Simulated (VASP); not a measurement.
# KCl (I4/mmm) in VASP: a series of runs

KCl is run at these levels: LDA; tasks: electric field gradients.

All numbers are computed with VASP 6.6.1; they aren't measurements. Logs are shortened: lines on timing, memory, paths and dates and some standing lists are left out, and cuts for length are marked.

### 1 The cell of the first run

The structure is tetragonal, space group I4/mmm (No. 139). Conventional cell: a = 4.553 Å, b = 4.553 Å, c = 6.312 Å, α = 90.00°, β = 90.00°, γ = 90.00°. K (site symmetry 4/mmm) has 6 Cl at 3.16 to 3.22 Å within 4.2 Å. Cl (site symmetry 4/mmm) has 6 K at 3.16 to 3.22 Å within 4.2 Å.

### 2 Electric field gradients, LDA (equal xx and yy strain of +2 %)

INCAR

```
PREC = Accurate
ENCUT = 520
EDIFF = 1E-8
ISMEAR = -1
SIGMA = 0.03
LREAL = False
LASPH = True
NELM = 100
ALGO = Normal
ISIF = 2
LWAVE = False
LCHARG = False
LEFG = True
NBANDS = 15
```

KPOINTS

```
Automatic mesh
0
Gamma
  7 7 7
```

POSCAR

```
KCl
1.0
    0.0000000000      3.2192220000      3.1561000000
    3.2192220000      0.0000000000      3.1561000000
    3.2192220000      3.2192220000      0.0000000000
K Cl
1 1
Direct
    0.0000000000      0.0000000000      0.0000000000
    0.5000000000      0.5000000000      0.5000000000
```

Potentials or basis: VASP PAW LDA potentials, release 64 (K_sv, Cl).

Run with:

```console
$ cat potpaw_LDA.64/K_sv/POTCAR potpaw_LDA.64/Cl/POTCAR > POTCAR
$ mpirun -np 1 vasp_std > vasp.out
```

OUTCAR:

```text
PREC = Accurate
   ENCUT = 520
   EDIFF = 1E-8
   ISMEAR = -1
   LREAL = False
   LASPH = True
   NELM = 100
   ISIF = 2

 ion  position               nearest neighbor table
   1  0.000  0.000  0.000-   2 3.16   2 3.16   2 3.22   2 3.22   2 3.22   2 3.22
   2  0.500  0.500  0.500-   1 3.16   1 3.16   1 3.22   1 3.22   1 3.22   1 3.22

  LATTYP: Found a body centered tetragonal cell.
 ALAT       =     4.5526674127
 C/A-ratio  =     1.3864838847

  Lattice vectors:

 A1 = (   0.0000000000,  -3.2192220000,  -3.1561000000)
 A2 = (   0.0000000000,   3.2192220000,  -3.1561000000)
 A3 = (   3.2192220000,   0.0000000000,   3.1561000000)

Analysis of symmetry for initial positions (statically):
=====================================================================
 Subroutine PRICEL returns:
 Original cell was already a primitive cell.

 Routine SETGRP: Setting up the symmetry group for a
 body centered tetragonal supercell.

 Subroutine GETGRP returns: Found 16 space group operations
 (whereof 16 operations were pure point group operations)
 out of a pool of 16 trial point group operations.

The static configuration has the point symmetry D_4h.

Analysis of symmetry for dynamics (positions and initial velocities):
=====================================================================
 Subroutine PRICEL returns:
 Original cell was already a primitive cell.

 Routine SETGRP: Setting up the symmetry group for a
 body centered tetragonal supercell.

 Subroutine GETGRP returns: Found 16 space group operations
 (whereof 16 operations were pure point group operations)
 out of a pool of 16 trial point group operations.

The dynamic configuration has the point symmetry D_4h.

 Subroutine INISYM returns: Found 16 space group operations
 (whereof 16 operations are pure point group operations),
 and found     1 'primitive' translations

----------------------------------------------------------------------------------------

                                     Primitive cell

  volume of cell :      65.4158

  direct lattice vectors                    reciprocal lattice vectors
     0.000000000  3.219222000  3.156100000    -0.155317030  0.155317030  0.158423371
     3.219222000  0.000000000  3.156100000     0.155317030 -0.155317030  0.158423371
     3.219222000  3.219222000  0.000000000     0.155317030  0.155317030 -0.158423371

  length of vectors
     4.508254373  4.508254373  4.552667413     0.270822311  0.270822311  0.270822311

  position of ions in fractional coordinates (direct lattice)
     0.000000000  0.000000000  0.000000000
     0.500000000  0.500000000  0.500000000

  ion indices of the primitive-cell ions
   primitive index   ion index
                 1           1
                 2           2

----------------------------------------------------------------------------------------

 KPOINTS: Automatic mesh

Automatic generation of k-mesh.
 Grid dimensions read from file:
 generate k-points for:    7    7    7

 Generating k-lattice:

  Cartesian coordinates                     Fractional coordinates (reciprocal lattice)
    -0.022188147  0.022188147  0.022631910     0.142857143  0.000000000  0.000000000
     0.022188147 -0.022188147  0.022631910     0.000000000  0.142857143  0.000000000
     0.022188147  0.022188147 -0.022631910     0.000000000  0.000000000  0.142857143

  Length of vectors
     0.038688902  0.038688902  0.038688902

  Shift w.r.t. Gamma in fractional coordinates (k-lattice)
     0.000000000  0.000000000  0.000000000

 Subroutine IBZKPT returns following result:
 ===========================================

 Found     40 irreducible k-points:

 Following reciprocal coordinates:
            Coordinates               Weight
  0.000000  0.000000  0.000000      1.000000
  0.142857  0.000000  0.000000      8.000000
  0.285714  0.000000  0.000000      8.000000
  0.428571  0.000000  0.000000      8.000000
  0.142857  0.142857  0.000000      2.000000
  0.285714  0.142857  0.000000      8.000000
[... 31 lines left out ...]
   ISPIN  =      1    spin polarized calculation?
   LNONCOLLINEAR =      F non collinear calculations
   LSORBIT =      F    spin-orbit coupling
   LASPH  =      T    aspherical Exc in radial PAW
   ENCUT  =  520.0 eV  38.22 Ry    6.18 a.u.   8.38  8.38  8.46*2*pi/ulx,y,z
   NELM   =    100;   NELMIN=  2; NELMDL= -5     # of ELM steps
   EDIFF  = 0.1E-07   stopping-criterion for ELM
   LREAL  =      F    real-space projection
   EDIFFG = 0.1E-06   stopping-criterion for IOM
   NSW    =      0    number of steps for IOM
   IBRION =     -1    ionic relax: 0-MD 1-quasi-New 2-CG
   NFREE  =      0    steps in history (QN), initial steepest desc. (CG)
   ISIF   =      2    stress and relaxation
   ISYM   =      2    0-nonsym 1-usesym 2-fastsym
   POTIM  = 0.5000    time-step for ionic-motion
   TEBEG  =    0.0;   TEEND  =   0.0 temperature during run
   PSTRESS=    0.0 pullay stress
   NELECT =      16.0000    total number of electrons
   NUPDOWN=      -1.0000    fix difference up-down
   EMIN   =  10.00;   EMAX   =-10.00  energy-range for DOS
   EFERMI =   0.00;   METHOD = LEGACY
   ISMEAR =    -1;   SIGMA  =   0.03  broadening in eV -4-tet -1-fermi 0-gaus
   EFERMI_NEDOS =   21; number of points for ismear=-14 and -15
   IALGO  =     38    algorithm
   IMIX   =      4    mixing-type and parameters
     AMIX     =   0.40;   BMIX     =  1.00
     AMIX_MAG =   1.60;   BMIX_MAG =  1.00
  volume/ion in A,a.u.               =      32.71       220.72
  Fermi-wavevector in a.u.,A,eV,Ry     =   1.023813  1.934726 14.261531  1.048193
  Thomas-Fermi vector in A             =   2.157567
   LORBIT       =      0    0 simple, 1 ext, 2 COOP (PROOUT), +10 PAW based schemes
   GGA     = CA    functional components
   LHFCALC =     F    Hartree Fock is set to
   AEXX    =    0.0000 exact exchange contribution
   IVDW    =     0    specifies the selected vdW correction
   LEPSILON=     F    determine dielectric tensor
   LRPA    =     F    only Hartree local field effects (RPA)
 non-spin polarized calculation
  energy-cutoff  :      520.00
  volume of cell :       65.42
 maximum number of plane-waves:      1783
 NGX is ok and might be reduce to    36
   NGX = 17   NGY = 17   NGZ = 17

 number of electron      15.9999998 magnetization

 Free energy of the ion-electron system (eV)
  ---------------------------------------------------
  ext. energy  EPLUGINS =         0.00000000
  ---------------------------------------------------
  free energy    TOTEN  =        -7.32608140 eV

  energy without entropy =       -7.32608140  energy(sigma->0) =       -7.32608140

 E-fermi :  -1.5595     XC(G=0):  -7.9097

 val. band max:       -2.2657299655   @ k =   0.0000   0.0000   0.0000
 cond. band min:       2.3205396129   @ k =   0.0000   0.0000   0.0000
 fundamental gap:      4.5862695784
 Fermi energy:        -1.5595203790

 k-point     1 :       0.0000    0.0000    0.0000
  band No.  band energies     occupation
      1     -29.2195      2.00000
      2     -14.2446      2.00000
      3     -12.9162      2.00000
      4     -12.9159      2.00000
      5     -12.9159      2.00000
      6      -2.2747      2.00000
      7      -2.2747      2.00000
      8      -2.2657      2.00000
      9       2.3205      0.00000
     10       5.7476      0.00000
     11       5.7476      0.00000
     12       5.8700      0.00000
     13       6.6411      0.00000
     14       6.7419      0.00000
[... 401 lines left out ...]
      2     -14.3184      2.00000
      3     -12.9749      2.00000
      4     -12.9477      2.00000
      5     -12.7951      2.00000
      6      -3.0567      2.00000
      7      -2.6628      2.00000
      8      -2.5882      2.00000
      9       5.0434      0.00000
     10       5.3964      0.00000
     11       7.0810      0.00000
     12       7.6305      0.00000
     13       8.2150      0.00000
     14       8.6606      0.00000
     15       9.2262      0.00000

 [... further k-points ...]

------------------------ aborting loop because EDIFF is reached ----------------------------------------

  FORCE on cell =-STRESS in cart. coord.  units (eV):
  Direction    XX          YY          ZZ          XY          YZ          ZX
  --------------------------------------------------------------------------------------
  -------------------------------------------------------------------------------------
  Total       -1.0782245     -1.0782245     -0.9007033      0.0000000      0.0000000      0.0000000
  in kB      -26.4081008    -26.4081008    -22.0602151      0.0000000      0.0000000      0.0000000
  external PRESSURE =     -24.9588056 kB  Pullay stress =       0.0000000 kB

 VOLUME and BASIS-vectors are now :
 -----------------------------------------------------------------------------
  energy-cutoff  :      520.00
  volume of cell :       65.42
      direct lattice vectors                 reciprocal lattice vectors
     0.000000000  3.219222000  3.156100000    -0.155317030  0.155317030  0.158423371
     3.219222000  0.000000000  3.156100000     0.155317030 -0.155317030  0.158423371
     3.219222000  3.219222000  0.000000000     0.155317030  0.155317030 -0.158423371

 POSITION                                       TOTAL-FORCE (eV/Angst)
 -----------------------------------------------------------------------------------
      0.00000      0.00000      0.00000         0.000000     -0.000000      0.000000
      3.21922      3.21922      3.15610        -0.000000      0.000000      0.000000
 -----------------------------------------------------------------------------------
    total drift:                                0.000000      0.000000      0.000000

  FREE ENERGIE OF THE ION-ELECTRON SYSTEM (eV)
  ---------------------------------------------------
  free  energy   TOTEN  =        -7.3260814015 eV

  energy  without entropy=       -7.3260814015  energy(sigma->0) =       -7.32608140

 Electric field gradients (V/A^2)
---------------------------------------------------------------------
 ion       V_xx      V_yy      V_zz      V_xy      V_xz      V_yz
---------------------------------------------------------------------
   1       1.765     1.765    -3.530    -0.000    -0.000    -0.000
   2       0.871     0.871    -1.743     0.000     0.000     0.000
---------------------------------------------------------------------

 Electric field gradients after diagonalization (V/A^2)
 (convention: |V_zz| > |V_xx| > |V_yy|)
----------------------------------------------------------------------
 ion       V_xx      V_yy      V_zz     asymmetry (V_yy - V_xx)/ V_zz
----------------------------------------------------------------------
   1       1.765     1.765    -3.530       0.000
   2       0.872     0.871    -1.743       0.000
----------------------------------------------------------------------

           NMR quadrupolar parameters

 Cq : quadrupolar parameter    Cq=e*Q*V_zz/h
 eta: asymmetry parameters     (V_yy - V_xx)/ V_zz
 Q  : nuclear electric quadrupole moment in mb (millibarn)
----------------------------------------------------------------------
 ion       Cq(MHz)       eta       Q (mb)
----------------------------------------------------------------------
   1      -0.009       0.000       1.000
   2      -0.004       0.000       1.000
----------------------------------------------------------------------
```

Wall time 37 s (1 thread of AMD EPYC 7R13 (Zen 3), shared host); peak memory 0.16 GiB.

Results:

```yaml
Free_energy: -7.3261 eV
Pressure: -2.5 GPa
Band_gap_on_the_k_mesh: 4.59 eV, direct
```

Electric field gradients, principal values (V/Å²):
| atom | least | middle | greatest (by size) |
| --- | --- | --- | --- |
| 1 K | 1.765 | 1.765 | -3.530 |
| 2 Cl | 0.871 | 0.872 | -1.743 |

Caveat: the cell differs from its parent crystal (equal xx and yy strain of +2 %); without QUAD_EFG the Cq values of the log hold for a quadrupole moment of 1 mb, not for the nuclei.

### 3 Electric field gradients, LDA (equal xx and yy strain of -3 %)

INCAR

```
SYSTEM = KCl
  PREC = Accurate
  ENCUT = 520
  EDIFF = 1E-8
  ISMEAR = -1
  SIGMA = 0.03
  LREAL = .FALSE.
  LASPH = .TRUE.
  NELM = 80
  ALGO = Normal
  ISIF = 2
  LWAVE = .FALSE.
  LCHARG = .FALSE.
  LEFG = .TRUE.
  NBANDS = 15
```

KPOINTS

```
Automatic mesh
0
G
  7 7 7
  0 0 0
```

POSCAR

```
KCl
1.0
    0.0000000000      3.0614170000      3.1561000000
    3.0614170000      0.0000000000      3.1561000000
    3.0614170000      3.0614170000      0.0000000000
K Cl
1 1
Direct
    0.0000000000      0.0000000000      0.0000000000
    0.5000000000      0.5000000000      0.5000000000
```

Potentials or basis: VASP PAW LDA potentials, release 64 (K_sv, Cl).

Run with:

```console
$ cat potpaw_LDA.64/K_sv/POTCAR potpaw_LDA.64/Cl/POTCAR > POTCAR
$ mpirun -np 1 vasp_std > vasp.out
```

OUTCAR:

```text
SYSTEM = KCl
   PREC = Accurate
   ENCUT = 520
   EDIFF = 1E-8
   ISMEAR = -1
   LREAL = .FALSE.
   LASPH = .TRUE.
   NELM = 80
   ISIF = 2

 ion  position               nearest neighbor table
   1  0.000  0.000  0.000-   2 3.06   2 3.06   2 3.06   2 3.06   2 3.16   2 3.16
   2  0.500  0.500  0.500-   1 3.06   1 3.06   1 3.06   1 3.06   1 3.16   1 3.16

  LATTYP: Found a body centered tetragonal cell.
 ALAT       =     4.3294974415
 C/A-ratio  =     1.4579521262

  Lattice vectors:

 A1 = (  -3.0614170000,   0.0000000000,   3.1561000000)
 A2 = (   3.0614170000,   0.0000000000,   3.1561000000)
[... 645 lines left out ...]
  free  energy   TOTEN  =        -7.3943093066 eV

  energy  without entropy=       -7.3943093066  energy(sigma->0) =       -7.39430931

 Electric field gradients (V/A^2)
---------------------------------------------------------------------
 ion       V_xx      V_yy      V_zz      V_xy      V_xz      V_yz
---------------------------------------------------------------------
   1      -3.108    -3.108     6.217     0.000     0.000     0.000
   2      -1.994    -1.994     3.988    -0.002    -0.000    -0.000
---------------------------------------------------------------------

 Electric field gradients after diagonalization (V/A^2)
 (convention: |V_zz| > |V_xx| > |V_yy|)
----------------------------------------------------------------------
 ion       V_xx      V_yy      V_zz     asymmetry (V_yy - V_xx)/ V_zz
----------------------------------------------------------------------
   1      -3.109    -3.108     6.217       0.000
   2      -1.995    -1.992     3.988       0.001
----------------------------------------------------------------------

           NMR quadrupolar parameters

 Cq : quadrupolar parameter    Cq=e*Q*V_zz/h
 eta: asymmetry parameters     (V_yy - V_xx)/ V_zz
 Q  : nuclear electric quadrupole moment in mb (millibarn)
----------------------------------------------------------------------
 ion       Cq(MHz)       eta       Q (mb)
----------------------------------------------------------------------
   1       0.015       0.000       1.000
   2       0.010       0.001       1.000
----------------------------------------------------------------------
```

OSZICAR:

```text
N       E                     dE             d eps       ncg     rms          rms(c)
DAV:   1     0.108047373531E+03    0.10805E+03   -0.71248E+03  1200   0.966E+02
DAV:   2    -0.904725016213E+00   -0.10895E+03   -0.99079E+02  1557   0.254E+02
DAV:   3    -0.745119539392E+01   -0.65465E+01   -0.65098E+01  1671   0.537E+01
DAV:   4    -0.767780223194E+01   -0.22661E+00   -0.22654E+00  1788   0.965E+00
DAV:   5    -0.767982477988E+01   -0.20225E-02   -0.20225E-02  1720   0.946E-01    0.378E+00
DAV:   6    -0.742104096598E+01    0.25878E+00   -0.35189E-01  1501   0.325E+00    0.302E+00
DAV:   7    -0.739470825169E+01    0.26333E-01   -0.60536E-02  1641   0.156E+00    0.172E+00
DAV:   8    -0.739422319942E+01    0.48505E-03   -0.10356E-02  1728   0.779E-01    0.232E-01
DAV:   9    -0.739420475904E+01    0.18440E-04   -0.41686E-04  1508   0.124E-01    0.787E-02
DAV:  10    -0.739430809684E+01   -0.10334E-03   -0.65029E-05  1369   0.558E-02    0.806E-03
DAV:  11    -0.739430892383E+01   -0.82699E-06   -0.28500E-06  1827   0.110E-02    0.424E-03
DAV:  12    -0.739430935156E+01   -0.42774E-06   -0.11415E-06  1418   0.701E-03    0.329E-03
DAV:  13    -0.739430930766E+01    0.43904E-07   -0.13070E-07  1627   0.249E-03    0.856E-04
DAV:  14    -0.739430930660E+01    0.10609E-08   -0.15084E-08  1367   0.895E-04
   1 F= -.73943093E+01 E0= -.73943093E+01  d E =-.133878E-10
```

Wall time 75 s (1 thread of AMD EPYC, shared host); peak memory 0.15 GiB.

What came out:

| Quantity | Value |
| --- | --- |
| Free energy | -7.3943 eV |
| Pressure | -1.0 GPa |
| Band gap on the k mesh | 4.91 eV, direct |

Electric field gradients, principal values (V/Å²):
```
atom   least  middle  greatest (by size)
 1 K  -3.108  -3.109               6.217
2 Cl  -1.992  -1.995               3.988
```

Caveat: the cell differs from its parent crystal (equal xx and yy strain of -3 %); without QUAD_EFG the Cq values of the log hold for a quadrupole moment of 1 mb, not for the nuclei.

(Continued in part 2 of 2.)
